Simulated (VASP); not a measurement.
PbS: single point with PBEsol

The system is PbS.

```xyz
2
Lattice="0.0000 2.9516 2.9516 2.9516 0.0000 2.9516 2.9516 2.9516 0.0000" Properties=species:S:1:pos:R:3 pbc="T T T"
Pb    2.9516    2.9516    2.9516
S     0.0800    0.0000    0.0000
```

This cell differs from its parent crystal: atom 2 (S) moved 0.08 Å along x.

```json
{"Program": "VASP 6.6.1", "Task": "single point", "Functional": "PBEsol", "Potentials or basis": "VASP PAW PBE potentials, release 64 (Pb_d, S)", "Cutoff": "520 eV", "k mesh": "10 × 10 × 10", "Occupations": "gaussian, width 0.05 eV", "Spin": "no spin polarisation", "Dipole correction": "no", "Further INCAR settings": "ALGO = Normal; EDIFF = 1e-07; NBANDS = 17"}
```

```
Pressure               : 0.0 GPa
Largest force          : 0.047 eV/Å
Band gap on the k mesh : 0.31 eV, direct
```

Forces in eV/Å, atoms in the order of the input:
```
Pb   0.047  0.000  0.000
S   -0.047  0.000  0.000
```

Stress tensor (GPa, compression positive):
```
 0.23  0.00  0.00
 0.00 -0.05  0.00
 0.00  0.00 -0.05
```

Levels at points of the mesh, in eV from the valence-band top:
```tsv
k point	band 8	band 9	band 10	band 11	band 12	band 13
(0.00, 0.00, 0.00)	-2.22	-2.20	-2.20	5.18	5.18	5.25
(0.50, 0.00, 0.00)	-1.82	-1.80	0.00	0.31	1.90	1.93
(0.50, 0.50, 0.00)	-5.35	-3.52	-3.52	3.64	5.61	5.75
(0.00, 0.50, 0.50)	-5.29	-3.53	-3.53	3.70	5.62	5.74
```

Run time: 39 s on 1 thread of Intel(R) Xeon(R) 6975P-C (Granite Rapids), on a shared host, peak memory 0.23 GiB.

Caveat: the cell differs from its parent crystal (atom 2 (S) moved 0.08 Å along x); the PAW data sets were made with another functional, which shifts forces and pressure a little; spin-orbit coupling is left out, which moves the levels of the heavy elements. A k mesh can miss the band edges.
